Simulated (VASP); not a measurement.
# Al8O in VASP: further runs

Runs on Al8O. Level: PBE. Tasks: single point, relaxation of the atoms.

Everything below comes from runs of VASP 6.6.1. Logs are shortened: lines on timing, memory, paths and dates and some standing lists are left out, and cuts for length are marked.

### Step 1. The cell of the first run

The cell holds a slab with vacuum, 9 atoms: a = 2.854 Å, b = 2.854 Å, c = 31.975 Å, α = 90.00°, β = 90.00°, γ = 120.00°.

### Step 2. Single point, PBE

INCAR reads:

```
PREC     = Accurate       # precision mode
ENCUT    = 520            # plane-wave cutoff, eV
EDIFF    = 1E-6           # SCF threshold, eV
ISMEAR   = 0              # smearing method
SIGMA    = 0.1            # smearing width, eV
LREAL    = False          # projectors in reciprocal space
LASPH    = True           # aspherical terms in the spheres
NELM     = 100            # most SCF steps
ALGO     = Normal         # electronic algorithm
ISIF     = 2              # what is computed and relaxed
LWAVE    = False          # write WAVECAR
LCHARG   = True           # write CHGCAR
LDIPOL   = True         
IDIPOL   = 3            
DIPOL    = 0.5 0.5 0.415
GGA      = PE             # functional
LELF     = True           # ELF
LVHAR    = True         
LVACPOTAV= True         
NBANDS   = 25             # bands
```

KPOINTS reads:

```
regular mesh
0
Gamma
  9 9 1
```

POSCAR reads:

```
Al8O
1.0
    2.8535431553      0.0000000000      0.0000000000
   -1.4267715777      2.4712408633      0.0000000000
    0.0000000000      0.0000000000     31.9749292464
Al O
8 1
Direct
    0.3333333333      0.6666666667      0.1250980094
    0.0000000000      0.0000000000      0.1984481215
    0.6666666667      0.3333333333      0.2717982335
    0.0000000000      0.0000000000      0.3451483456
    0.3333333333      0.6666666667      0.4179223920
    0.0000000000      0.0000000000      0.4916598235
    0.6666666667      0.3333333333      0.5654146328
    0.0000000000      0.0000000000      0.6403432229
    0.0000000000      0.3333333333      0.6805102294
```

Potentials or basis: VASP PAW PBE potentials, release 64 (Al, O).

Command:

```
> cat potpaw_PBE.64/Al/POTCAR potpaw_PBE.64/O/POTCAR > POTCAR
> mpirun -np 1 vasp_std > vasp.out
```

OUTCAR:

```text
PREC = Accurate
   ENCUT = 520
   EDIFF = 1E-6
   ISMEAR = 0
   LREAL = False
   LASPH = True
   NELM = 100
   ISIF = 2
   GGA = PE

 ion  position               nearest neighbor table
   1  0.333  0.667  0.125-   2 2.87   2 2.87   2 2.87
   2  0.000  0.000  0.198-   3 2.87   3 2.87   3 2.87   1 2.87   1 2.87   1 2.87
   3  0.667  0.333  0.272-   2 2.87   2 2.87   2 2.87   4 2.87   4 2.87   4 2.87
   4  0.000  0.000  0.345-   5 2.85   5 2.85   5 2.85   3 2.87   3 2.87   3 2.87
   5  0.333  0.667  0.418-   4 2.85   4 2.85   4 2.85   6 2.88   6 2.88   6 2.88
   6  0.000  0.000  0.492-   5 2.88   5 2.88   5 2.88   7 2.88   7 2.88   7 2.88
   7  0.667  0.333  0.565-   6 2.88   6 2.88   6 2.88   8 2.91   8 2.91   8 2.91
   8  0.000  0.000  0.640-   9 1.60   9 2.30   7 2.91   7 2.91   7 2.91
   9  0.000  0.333  0.681-   8 1.60   8 2.30

  LATTYP: Found a hexagonal cell.
 ALAT       =     2.8535431553
 C/A-ratio  =    11.2053427988

  Lattice vectors:

 A1 = (   2.8535431553,   0.0000000000,   0.0000000000)
 A2 = (  -1.4267715777,   2.4712408633,   0.0000000000)
 A3 = (   0.0000000000,   0.0000000000,  31.9749292464)

Analysis of symmetry for initial positions (statically):
=====================================================================
 Subroutine PRICEL returns:
 Original cell was already a primitive cell.

 Routine SETGRP: Setting up the symmetry group for a
 hexagonal supercell.

 Subroutine GETGRP returns: Found  1 space group operations
 (whereof  1 operations were pure point group operations)
 out of a pool of 24 trial point group operations.

The static configuration has the point symmetry C_1 .

Analysis of symmetry for dynamics (positions and initial velocities):
=====================================================================
 Subroutine PRICEL returns:
 Original cell was already a primitive cell.

 Routine SETGRP: Setting up the symmetry group for a
 hexagonal supercell.

 Subroutine GETGRP returns: Found  1 space group operations
 (whereof  1 operations were pure point group operations)
 out of a pool of 24 trial point group operations.

The dynamic configuration has the point symmetry C_1 .

 Subroutine INISYM returns: Found  1 space group operations
 (whereof  1 operations are pure point group operations),
 and found     1 'primitive' translations

----------------------------------------------------------------------------------------

                                     Primitive cell

[... 118 lines left out ...]
   EFERMI =   0.00;   METHOD = LEGACY
   ISMEAR =     0;   SIGMA  =   0.10  broadening in eV -4-tet -1-fermi 0-gaus
   EFERMI_NEDOS =   21; number of points for ismear=-14 and -15
   IALGO  =     38    algorithm
   IMIX   =      4    mixing-type and parameters
     AMIX     =   0.40;   BMIX     =  1.00
     AMIX_MAG =   1.60;   BMIX_MAG =  1.00
  volume/ion in A,a.u.               =      25.05       169.07
  Fermi-wavevector in a.u.,A,eV,Ry     =   0.835755  1.579348  9.503480  0.698486
  Thomas-Fermi vector in A             =   1.949366
   LORBIT       =      0    0 simple, 1 ext, 2 COOP (PROOUT), +10 PAW based schemes
   GGA     = PE    functional components
   LHFCALC =     F    Hartree Fock is set to
   AEXX    =    0.0000 exact exchange contribution
   IVDW    =     0    specifies the selected vdW correction
   LEPSILON=     F    determine dielectric tensor
   LRPA    =     F    only Hartree local field effects (RPA)
 non-spin polarized calculation
 Gauss-broadening in eV      SIGMA  =   0.10
  energy-cutoff  :      520.00
  volume of cell :      225.48
 maximum number of plane-waves:      6109
 NGX is ok and might be reduce to    24
   NGX = 11   NGY = 11   NGZ =119

 dipolmoment           0.000000      0.000000     -0.064522 electrons x Angstroem

 number of electron      30.0000003 magnetization

 dipolmoment           0.000000      0.000000      0.200986 electrons x Angstroem

 Free energy of the ion-electron system (eV)
  ---------------------------------------------------
  ext. energy  EPLUGINS =         0.00000000
  ---------------------------------------------------
  free energy    TOTEN  =       -35.64365587 eV

  energy without entropy =      -35.61260084  energy(sigma->0) =      -35.62812836

 E-fermi :   2.0121     XC(G=0):  -6.8117

 val. band max:        2.0110576924   @ k =   0.0000   0.1111   0.0000
 cond. band min:       2.0179609160   @ k =   0.4444   0.1111   0.0000
 fundamental gap:      0.0069032236
 Fermi energy:         2.0120821419

 k-point     1 :       0.0000    0.0000    0.0000
  band No.  band energies     occupation
      1     -15.4810      2.00000
      2      -9.0005      2.00000
      3      -8.6654      2.00000
      4      -8.1638      2.00000
      5      -7.4150      2.00000
      6      -6.5369      2.00000
[... 661 lines left out ...]
     24       5.8011      0.00000
     25       6.1017      0.00000

 [... further k-points ...]

------------------------ aborting loop because EDIFF is reached ----------------------------------------

  FORCE on cell =-STRESS in cart. coord.  units (eV):
  Direction    XX          YY          ZZ          XY          YZ          ZX
  --------------------------------------------------------------------------------------
  -------------------------------------------------------------------------------------
  Total        1.2046931      1.8748635      0.0548209     -0.7622469      4.7967208     -2.5298639
  in kB        8.5600814     13.3220518      0.3895359     -5.4162301     34.0836355    -17.9762303
  external PRESSURE =       7.4238897 kB  Pullay stress =       0.0000000 kB

 VOLUME and BASIS-vectors are now :
 -----------------------------------------------------------------------------
  energy-cutoff  :      520.00
  volume of cell :      225.48
      direct lattice vectors                 reciprocal lattice vectors
     2.853543155  0.000000000  0.000000000     0.350441520  0.202327506  0.000000000
    -1.426771578  2.471240863  0.000000000     0.000000000  0.404655012  0.000000000
     0.000000000  0.000000000 31.974929246     0.000000000  0.000000000  0.031274502

 POSITION                                       TOTAL-FORCE (eV/Angst)
 -----------------------------------------------------------------------------------
     -0.00000      1.64749      4.00000         0.000131     -0.001458     -0.082193
      0.00000      0.00000      6.34536        -0.003937      0.006180      0.036370
      1.42677      0.82375      8.69073         0.011962      0.002079      0.025382
      0.00000      0.00000     11.03609        -0.004226      0.007738     -0.046193
     -0.00000      1.64749     13.36304        -0.000804     -0.001594      0.155608
      0.00000      0.00000     15.72079         0.004227     -0.007494     -0.076457
      1.42677      0.82375     18.07909        -0.098422     -0.015290      0.120826
      0.00000      0.00000     20.47493         2.197545     -3.787435     -0.218827
     -0.47559      0.82375     21.75927        -2.106476      3.797274      0.085483
 -----------------------------------------------------------------------------------
    total drift:                               -0.000044      0.000193     -0.000105

  FREE ENERGIE OF THE ION-ELECTRON SYSTEM (eV)
  ---------------------------------------------------
  free  energy   TOTEN  =       -35.6436558712 eV

  energy  without entropy=      -35.6126008390  energy(sigma->0) =      -35.62812836

 vacuum level on the upper side and lower side of the slab        11.247         6.089
```

Wall time 4.9 min (1 thread of Intel Xeon 6975P-C (Granite Rapids), shared host); peak memory 0.45 GiB.

What came out:

```yaml
Free_energy: -35.6437 eV
Largest_force: 4.384 eV/Å
Band_gap_on_the_k_mesh: zero (bands 15 and 16 overlap by 2.92 eV)
```

Forces on the atoms (eV/Å):
```
Al   0.000 -0.001 -0.082
Al  -0.004  0.006  0.036
Al   0.012  0.002  0.025
Al  -0.004  0.008 -0.046
Al  -0.001 -0.002  0.156
Al   0.004 -0.007 -0.076
Al  -0.098 -0.015  0.121
Al   2.198 -3.787 -0.219
O   -2.106  3.797  0.085
```

### Step 3. Single point, PBE

INCAR reads:

```
SYSTEM = Al8O
PREC = Accurate
ENCUT = 520
EDIFF = 1E-6
ISMEAR = 0
SIGMA = 0.1
LREAL = .FALSE.
LASPH = .TRUE.
NELM = 80
ALGO = Normal
ISIF = 2
LWAVE = .FALSE.
LCHARG = .TRUE.
LDIPOL = .TRUE.
IDIPOL = 3
DIPOL = 0.5 0.5 0.416
GGA = PE
LELF = .TRUE.
LVHAR = .TRUE.
LVACPOTAV = .TRUE.
NBANDS = 25
```

KPOINTS reads:

```
regular mesh
0
G
  9 9 1
  0 0 0
```

Changes to POSCAR since step 2:

```diff
@@ -16,2 +16,2 @@
     0.0000000000      0.0000000000      0.6403432229
-    0.0000000000      0.3333333333      0.6805102294
+    0.0000000000      0.1666666667      0.6902633018
```

Potentials or basis: VASP PAW PBE potentials, release 64 (Al, O).

Command:

```
> cat potpaw_PBE.64/Al/POTCAR potpaw_PBE.64/O/POTCAR > POTCAR
> mpirun -np 1 vasp_std > vasp.out
```

Wall time 5.3 min (1 thread of Intel Xeon 6975P-C (Granite Rapids), shared host); peak memory 0.46 GiB.

The run converged. Its results:

- Free energy: -34.5007 eV
- Largest force: 1.215 eV/Å
- Band gap on the k mesh: zero (bands 15 and 16 overlap by 2.67 eV)

Forces in eV/Å, atoms in the order of the input:
```
Al   0.000 -0.001 -0.141
Al  -0.004  0.005  0.027
Al   0.005  0.000  0.053
Al  -0.002  0.003 -0.018
Al   0.001  0.006  0.163
Al   0.013 -0.020 -0.117
Al  -0.044  0.016  0.226
Al   0.593 -1.022 -0.283
O   -0.560  1.013  0.090
```

Levels at points of the mesh, in eV from the Fermi level:
```csv
k point,band 11,band 12,band 13,band 14,band 15,band 16,band 17,band 18,band 19,band 20
"(0.00, 0.00, 0.00)",-2.32,-1.07,0.23,0.36,0.54,2.12,3.58,4.67,5.99,7.29
```

### Step 4. Single point, PBE

INCAR reads:

```
SYSTEM = Al8O
PREC = Accurate
ENCUT = 520
EDIFF = 1E-6
ISMEAR = 0
SIGMA = 0.1
LREAL = .False.
LASPH = .True.
NELM = 80
ALGO = Normal
ISIF = 2
LWAVE = .False.
LCHARG = .True.
LDIPOL = .True.
IDIPOL = 3
DIPOL = 0.5 0.5 0.414
GGA = PE
LELF = .True.
LVHAR = .True.
LVACPOTAV = .True.
NBANDS = 25
```

KPOINTS reads:

```
regular mesh
0
Gamma
  9 9 1
  0 0 0
```

Changes to POSCAR since step 3:

```diff
@@ -16,2 +16,2 @@
     0.0000000000      0.0000000000      0.6403432229
-    0.0000000000      0.1666666667      0.6902633018
+    0.1666666667      0.6666666667      0.6706425941
```

Command:

```
> cat potpaw_PBE.64/Al/POTCAR potpaw_PBE.64/O/POTCAR > POTCAR
> mpirun -np 1 vasp_std > vasp.out
```

Run time: 5.6 min. Hardware: 1 thread of Intel Xeon 6975P-C (Granite Rapids), shared host; peak memory 0.45 GiB.

It converged, with:

```yaml
Free_energy: -37.3491 eV
Largest_force: 5.832 eV/Å
Band_gap_on_the_k_mesh: zero (bands 15 and 16 overlap by 3.10 eV)
```

Forces in eV/Å, atoms in the order of the input:
```
Al   0.000  0.000 -0.065
Al  -0.001 -0.001  0.035
Al   0.008  0.001  0.017
Al   0.003 -0.003 -0.062
Al  -0.009  0.000  0.172
Al   0.005 -0.001 -0.065
Al  -0.084 -0.023  0.024
Al  -4.535  3.594 -0.103
O    4.613 -3.568  0.046
```

Levels at points of the mesh, in eV from the Fermi level:
| k point | band 12 | band 13 | band 14 | band 15 | band 16 | band 17 | band 18 | band 19 |
| --- | --- | --- | --- | --- | --- | --- | --- | --- |
| (0.00, 0.00, 0.00) | -2.29 | -1.58 | -0.77 | 0.90 | 2.54 | 3.80 | 4.83 | 5.96 |

### Step 5. Single point, PBE

INCAR reads:

```
SYSTEM = Al8O
PREC = Accurate ; ENCUT = 520
EDIFF = 1E-6 ; ISMEAR = 0
SIGMA = 0.1 ; LREAL = .FALSE.
LASPH = .TRUE. ; NELM = 80
ALGO = Normal ; ISIF = 2
LWAVE = .FALSE. ; LCHARG = .FALSE.
LDIPOL = .TRUE. ; IDIPOL = 3
DIPOL = 0.5 0.5 0.414 ; GGA = PE
NBANDS = 25
```

KPOINTS reads:

```
Automatic mesh
0
G
  9 9 1
  0 0 0
```

Changes to POSCAR since step 4:

```diff
@@ -16,2 +16,2 @@
     0.0000000000      0.0000000000      0.6403432229
-    0.1666666667      0.6666666667      0.6706425941
+    0.5000000000      0.3333333333      0.6707838526
```

Command:

```
> cat potpaw_PBE.64/Al/POTCAR potpaw_PBE.64/O/POTCAR > POTCAR
> mpirun -np 1 vasp_std > vasp.out
```

Run time: 5.3 min. Hardware: 1 thread of Intel Xeon 6975P-C (Granite Rapids), shared host; peak memory 0.45 GiB.

It converged, with:

```
Free energy            : -37.2631 eV
Largest force          : 5.697 eV/Å
Band gap on the k mesh : zero (bands 15 and 16 overlap by 3.07 eV)
```

Forces on the atoms (eV/Å):
```
Al   0.000  0.000 -0.075
Al   0.002  0.002  0.042
Al  -0.012  0.000  0.016
Al   0.002  0.003 -0.047
Al   0.000 -0.002  0.146
Al   0.001 -0.001 -0.065
Al   0.122  0.000  0.010
Al  -4.469 -3.532 -0.074
O    4.355  3.530  0.047
```

Levels at points of the mesh, in eV from the Fermi level:
| k point | band 10 | band 11 | band 12 | band 13 | band 14 | band 15 | band 16 | band 17 | band 18 | band 19 |
| --- | --- | --- | --- | --- | --- | --- | --- | --- | --- | --- |
| (0.00, 0.00, 0.00) | -3.76 | -2.82 | -2.32 | -1.71 | -0.78 | 0.88 | 2.51 | 3.78 | 4.79 | 5.91 |

(Continued in part 2 of 2.)
